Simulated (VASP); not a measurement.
# Sb (R-3m) in VASP: a series of runs, part 2 of 2

VASP 6.6.1. The steps go on from the part before.

## (4) Relaxation of shape and atoms at fixed volume, PBE+D3(BJ)

INCAR reads:

```
PREC = Accurate
ENCUT = 600
EDIFF = 1E-6
ISMEAR = 0
SIGMA = 0.05
LREAL = False
LASPH = True
NELM = 80
ALGO = Normal
ISIF = 4
LWAVE = False
LCHARG = False
GGA = PE
IVDW = 12
IBRION = 2
NSW = 60
EDIFFG = -0.01
```

KPOINTS reads:

```
Automatic mesh
0
Gamma
  12 12 12
```

POSCAR reads:

```
Sb
1.0
    2.1542000000      1.2437279499      3.7580000000
   -2.1542000000      1.2437279499      3.7580000000
    0.0000000000     -2.4874558998      3.7580000000
Sb
2
Direct
    0.2334900000      0.2334900000      0.2334900000
    0.7665100000      0.7665100000      0.7665100000
```

Potentials or basis: VASP PAW PBE potentials, release 64 (Sb).

Launch:

```sh
$ cat potpaw_PBE.64/Sb/POTCAR > POTCAR
$ mpirun -np 1 vasp_std > vasp.out
```

OUTCAR:

```text
PREC = Accurate
   ENCUT = 600
   EDIFF = 1E-6
   ISMEAR = 0
   LREAL = False
   LASPH = True
   NELM = 80
   ISIF = 4
   GGA = PE
   IVDW = 12
   IBRION = 2
   NSW = 60
   EDIFFG = -0.01
 IVDW          = 12

 ion  position               nearest neighbor table
   1  0.233  0.233  0.233-   2 2.91   2 2.91   2 2.91   2 3.35   2 3.35   2 3.35
   2  0.767  0.767  0.767-   1 2.91   1 2.91   1 2.91   1 3.35   1 3.35   1 3.35

  LATTYP: Found a trigonal (rhomboedric) cell.
 ALAT       =     4.5066618304
 COS(alpha) =     0.5430253624

  Lattice vectors:

 A1 = (   2.1542000000,   1.2437279499,   3.7580000000)
 A2 = (  -2.1542000000,   1.2437279499,   3.7580000000)
 A3 = (   0.0000000000,  -2.4874558998,   3.7580000000)

Analysis of symmetry for initial positions (statically):
=====================================================================
 Subroutine PRICEL returns:
 Original cell was already a primitive cell.

 Routine SETGRP: Setting up the symmetry group for a
 trigonal (rhombohedral) supercell.

 Subroutine GETGRP returns: Found 12 space group operations
 (whereof 12 operations were pure point group operations)
 out of a pool of 12 trial point group operations.

The static configuration has the point symmetry D_3d.

Analysis of symmetry for dynamics (positions and initial velocities):
=====================================================================
 Subroutine PRICEL returns:
 Original cell was already a primitive cell.

 Routine SETGRP: Setting up the symmetry group for a
 trigonal (rhombohedral) supercell.

 Subroutine GETGRP returns: Found 12 space group operations
 (whereof 12 operations were pure point group operations)
 out of a pool of 12 trial point group operations.

The dynamic configuration has the point symmetry D_3d.

 Subroutine INISYM returns: Found 12 space group operations
 (whereof 12 operations are pure point group operations),
 and found     1 'primitive' translations

----------------------------------------------------------------------------------------

                                     Primitive cell

  volume of cell :      60.4115

  direct lattice vectors                    reciprocal lattice vectors
     2.154200000  1.243727950  3.758000000     0.232104726  0.134005726  0.088699663
    -2.154200000  1.243727950  3.758000000    -0.232104726  0.134005726  0.088699663
     0.000000000 -2.487455900  3.758000000     0.000000000 -0.268011452  0.088699663

  length of vectors
     4.506661830  4.506661830  4.506661830     0.282307932  0.282307932  0.282307932

  position of ions in fractional coordinates (direct lattice)
     0.233490000  0.233490000  0.233490000
     0.766510000  0.766510000  0.766510000

  ion indices of the primitive-cell ions
   primitive index   ion index
                 1           1
                 2           2

----------------------------------------------------------------------------------------

 KPOINTS: Automatic mesh

Automatic generation of k-mesh.
 Grid dimensions read from file:
 generate k-points for:   12   12   12

 Generating k-lattice:

  Cartesian coordinates                     Fractional coordinates (reciprocal lattice)
     0.019342060  0.011167144  0.007391639     0.083333333  0.000000000  0.000000000
    -0.019342060  0.011167144  0.007391639     0.000000000  0.083333333  0.000000000
     0.000000000 -0.022334288  0.007391639     0.000000000  0.000000000  0.083333333

  Length of vectors
     0.023525661  0.023525661  0.023525661

  Shift w.r.t. Gamma in fractional coordinates (k-lattice)
     0.000000000  0.000000000  0.000000000

 Subroutine IBZKPT returns following result:
 ===========================================

 Found    189 irreducible k-points:

 Following reciprocal coordinates:
            Coordinates               Weight
  0.000000  0.000000  0.000000      1.000000
  0.083333 -0.000000 -0.000000      6.000000
  0.166667 -0.000000 -0.000000      6.000000
  0.250000 -0.000000  0.000000      6.000000
  0.333333 -0.000000 -0.000000      6.000000
  0.416667 -0.000000 -0.000000      6.000000
[... 16 lines left out ...]
  0.500000  0.166667 -0.000000     12.000000
 -0.416667  0.166667  0.000000     12.000000
 [... further k-points ...]
   k-points           NKPTS =    189   k-points in BZ     NKDIM =    189   number of bands    NBANDS=      9
   number of dos      NEDOS =    301   number of ions     NIONS =      2
   total plane-waves  NPLWV =  46656
   dimension x,y,z NGX =    36 NGY =   36 NGZ =   36
   dimension x,y,z NGXF=    72 NGYF=   72 NGZF=   72
   ions per type =               2
   NGX,Y,Z   is equivalent  to a cutoff of  13.28, 13.28, 13.28 a.u.
   NGXF,Y,Z  is equivalent  to a cutoff of  26.56, 26.56, 26.56 a.u.
 SYSTEM =  unknown system
   PREC   = accura    normal or accurate (medium, high low for compatibility)
   ISTART =      0    job   : 0-new  1-cont  2-samecut
   ICHARG =      2    charge: 1-file 2-atom 10-const
   ISPIN  =      1    spin polarized calculation?
   LNONCOLLINEAR =      F non collinear calculations
   LSORBIT =      F    spin-orbit coupling
   LASPH  =      T    aspherical Exc in radial PAW
   ENCUT  =  600.0 eV  44.10 Ry    6.64 a.u.   9.00  9.00  9.00*2*pi/ulx,y,z
   NELM   =     80;   NELMIN=  2; NELMDL= -5     # of ELM steps
   EDIFF  = 0.1E-05   stopping-criterion for ELM
   LREAL  =      F    real-space projection
   EDIFFG = -.1E-01   stopping-criterion for IOM
   NSW    =     60    number of steps for IOM
   IBRION =      2    ionic relax: 0-MD 1-quasi-New 2-CG
   NFREE  =      1    steps in history (QN), initial steepest desc. (CG)
   ISIF   =      4    stress and relaxation
   ISYM   =      2    0-nonsym 1-usesym 2-fastsym
   POTIM  = 0.5000    time-step for ionic-motion
   TEBEG  =    0.0;   TEEND  =   0.0 temperature during run
   PSTRESS=    0.0 pullay stress
   NELECT =      10.0000    total number of electrons
   NUPDOWN=      -1.0000    fix difference up-down
   EMIN   =  10.00;   EMAX   =-10.00  energy-range for DOS
   EFERMI =   0.00;   METHOD = LEGACY
   ISMEAR =     0;   SIGMA  =   0.05  broadening in eV -4-tet -1-fermi 0-gaus
   EFERMI_NEDOS =   21; number of points for ismear=-14 and -15
   IALGO  =     38    algorithm
   IMIX   =      4    mixing-type and parameters
     AMIX     =   0.40;   BMIX     =  1.00
     AMIX_MAG =   1.60;   BMIX_MAG =  1.00
  volume/ion in A,a.u.               =      30.21       203.84
  Fermi-wavevector in a.u.,A,eV,Ry     =   0.898880  1.698637 10.993305  0.807985
  Thomas-Fermi vector in A             =   2.021644
   LORBIT       =      0    0 simple, 1 ext, 2 COOP (PROOUT), +10 PAW based schemes
   GGA     = PE    functional components
   LHFCALC =     F    Hartree Fock is set to
   AEXX    =    0.0000 exact exchange contribution
   IVDW    =    12    specifies the selected vdW correction
   LEPSILON=     F    determine dielectric tensor
   LRPA    =     F    only Hartree local field effects (RPA)
 conjugate gradient relaxation of ions
 non-spin polarized calculation
 Gauss-broadening in eV      SIGMA  =   0.05
  energy-cutoff  :      600.00
  volume of cell :       60.41
 maximum number of plane-waves:      2039
   NGX = 17   NGY = 17   NGZ = 17

--------------------------------------- Ionic step        1  -------------------------------------------

 number of electron      10.0000000 magnetization

 Free energy of the ion-electron system (eV)
  ---------------------------------------------------
  ext. energy  EPLUGINS =         0.00000000
  ---------------------------------------------------
  free energy    TOTEN  =        -8.25021985 eV

  energy without entropy =       -8.25004324  energy(sigma->0) =       -8.25013155

------------------------ aborting loop because EDIFF is reached ----------------------------------------

 Edisp (eV)   -0.94507

 E8    (eV) :    -0.4410
[... 191 lines left out ...]
--------------------------------------- Ionic step        6  -------------------------------------------

 number of electron      10.0000001 magnetization

 Free energy of the ion-electron system (eV)
  ---------------------------------------------------
  ext. energy  EPLUGINS =         0.00000000
  ---------------------------------------------------
  free energy    TOTEN  =        -8.25772575 eV

  energy without entropy =       -8.25759533  energy(sigma->0) =       -8.25766054

 E-fermi :   7.2149     XC(G=0):  -9.5402

 val. band max:        7.1097948929   @ k =   0.4167   0.0833   0.0833
 cond. band min:       7.2247971022   @ k =  -0.4167   0.5000   0.4167
 fundamental gap:      0.1150022093
 Fermi energy:         7.2149478906

 k-point     1 :       0.0000    0.0000    0.0000
  band No.  band energies     occupation
      1      -5.3960      2.00000
      2       2.4746      2.00000
      3       5.2866      2.00000
      4       5.4500      2.00000
      5       5.4500      2.00000
      6       9.5495      0.00000
      7      10.0350      0.00000
      8      10.0350      0.00000
      9      12.2191      0.00000
[... 265 lines left out ...]
 k-point    24 :      -0.4167    0.1667    0.0000
  band No.  band energies     occupation
      1      -2.8777      2.00000
      2      -2.2051      2.00000
      3       3.6012      2.00000
      4       5.1179      2.00000
      5       5.5681      2.00000
      6       8.1764      0.00000
      7       8.5759      0.00000
      8      10.3470      0.00000
      9      13.8577      0.00000

 [... further k-points ...]

------------------------ aborting loop because EDIFF is reached ----------------------------------------

 Edisp (eV)   -0.94515

 E8    (eV) :    -0.4410
[... 25 lines left out ...]
  FREE ENERGIE OF THE ION-ELECTRON SYSTEM (eV)
  ---------------------------------------------------
  free  energy   TOTEN  =        -9.2028759008 eV

  energy  without entropy=       -9.2027454842  energy(sigma->0) =       -9.20281069

 reached required accuracy - stopping structural energy minimisation
```

OSZICAR:

```text
N       E                     dE             d eps       ncg     rms          rms(c)
DAV:   1     0.421717481405E+02    0.42172E+02   -0.40077E+03  3402   0.980E+02
DAV:   2    -0.643139432951E+01   -0.48603E+02   -0.47589E+02  4794   0.131E+02
[... 33 lines left out ...]
   5 F= -.92028077E+01 E0= -.92027405E+01  d E =-.371823E-03
       N       E                     dE             d eps       ncg     rms          rms(c)
DAV:   1    -0.825773875211E+01   -0.64261E-04   -0.42415E-03  3529   0.382E-01    0.274E-02
DAV:   2    -0.825773056718E+01    0.81849E-05   -0.10935E-04  3532   0.827E-02    0.162E-02
DAV:   3    -0.825772550870E+01    0.50585E-05   -0.30607E-05  4213   0.340E-02    0.316E-03
DAV:   4    -0.825772574795E+01   -0.23924E-06   -0.26192E-06  3281   0.127E-02
   6 F= -.92028759E+01 E0= -.92028107E+01  d E =-.440042E-03
```

Run time: 2.5 min. Hardware: 1 thread of AMD EPYC 9R45 (Zen 5), shared host; peak memory 0.27 GiB.

What came out:

```
Free energy                  : -9.2029 eV
Energy gained by relaxing    : 3.8 meV/atom
Ionic steps                  : 6
Pressure after relaxing      : -0.7 GPa
Largest force after relaxing : 0.004 eV/Å
Band gap on the k mesh       : zero (bands 5 and 6 overlap by 0.23 eV)
Dispersion energy per atom   : -0.473 eV
```

Forces on the atoms (eV/Å):
```
Sb   0.000  0.000 -0.004
Sb   0.000  0.000  0.004
```

The path:
| step | energy change (eV) | largest force (eV/Å) | pressure (GPa) | volume (Å³) |
| --- | --- | --- | --- | --- |
| 1 | 0.0000 | 0.2367 | 0.19 | 60.41 |
| 2 | -0.0048 | 0.1227 | -0.17 | 60.41 |
| 3 | -0.0070 | 0.0500 | -0.72 | 60.41 |
| 4 | -0.0071 | 0.0244 | -0.64 | 60.41 |
| 5 | -0.0075 | 0.0110 | -0.66 | 60.41 |
| 6 | -0.0076 | 0.0036 | -0.67 | 60.41 |

Final structure:
```
CELL_PARAMETERS angstrom
2.16924 1.25241 3.70606
-2.16924 1.25241 3.70606
0.00000 -2.50483 3.70606
ATOMIC_POSITIONS crystal
Sb 0.23590 0.23590 0.23590
Sb 0.76410 0.76410 0.76410
```

Levels at points of the mesh, in eV from the Fermi level:
```csv
k point,band 2,band 3,band 4,band 5,band 6,band 7,band 8,band 9
"(0.00, 0.00, 0.00)",-4.74,-1.93,-1.76,-1.76,2.33,2.82,2.82,5.00
"(0.50, 0.00, 0.00)",-9.61,-1.72,-1.56,-0.27,-0.14,0.25,0.35,7.84
"(0.50, 0.50, 0.00)",-7.85,-5.45,-3.69,-3.63,1.68,5.01,5.44,7.03
"(0.50, 0.50, 0.50)",-9.04,-1.21,-1.21,-0.43,0.02,0.02,0.98,7.29
```

Caveat: spin-orbit coupling is left out, which moves the levels of the heavy elements.

## (5) Summary

```tsv
task	cell	k mesh	cutoff (eV)	smearing	gap on the mesh (eV)	pressure (GPa)
single point	a = 4.478 Å, angles 57.9°, 2 atoms, atomic positions A	12 × 12 × 12	520	gaussian 0.05 eV	none	-0.5
single point	a = 8.956 Å, angles 57.9°, 16 atoms, atomic positions B	4 × 4 × 4	520	fermi-dirac 0.05 eV	none	-0.6
relaxation of shape and atoms at fixed volume	relaxed from a = 4.507 Å, angles 57.1°, 2 atoms, atomic positions C	12 × 12 × 12	600	gaussian 0.05 eV	none	-0.7
```

Alike in all rows: level PBE+D3(BJ); potentials or basis VASP PAW PBE potentials, release 64 (Sb); no spin polarisation.

Caveats: spin-orbit coupling is left out, which moves the levels of the heavy elements.

Total energies depend on the potentials used, so only differences within one code and one set of settings carry meaning.

The gap in the log of VASP goes by the Fermi energy; the results here count the filled bands.